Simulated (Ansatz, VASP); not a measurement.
**ScSi2: VASP beside Ansatz**

```xyz
3
Lattice="3.6354 0.0000 0.0000 -1.8177 3.1484 0.0000 0.0000 0.0000 3.8440" Properties=species:S:1:pos:R:3 pbc="T T T"
Sc    0.0000    0.0000    0.0000
Si    1.8177    1.0495    1.9220
Si    0.0000    2.0989    1.9220
```

Change from the starting cell: volume scaled by 0.98.

Alike in both runs: task single point; functional PBE; k mesh 8 × 8 × 7; occupations fermi-dirac, width 0.05 eV; no spin polarisation.

```csv
,VASP,Ansatz
version,VASP 6.6.1,Ansatz 0.2.0
potentials or method,"VASP PAW PBE potentials, release 64 (Sc_sv, Si), cutoff 520 eV","all-electron LAPW, scalar-relativistic"
```

VASP gave:

- gap on the k mesh at the Fermi level (eV): none
- pressure (GPa): 29.3
- traceless stress, the component that is largest in VASP (GPa): -26.18

**Question.** Which values does Ansatz return?

**Answer.** gap on the k mesh at the Fermi level (eV): none; pressure (GPa): 29.2; traceless stress, the component that is largest in VASP (GPa): -26.29.

A gap of «none» marks a metal or a gap that the smearing closes. Both programs put the cell under a high pressure, so it lies far from rest at this level. Ansatz ran all-electron here, and VASP with PAW potentials.
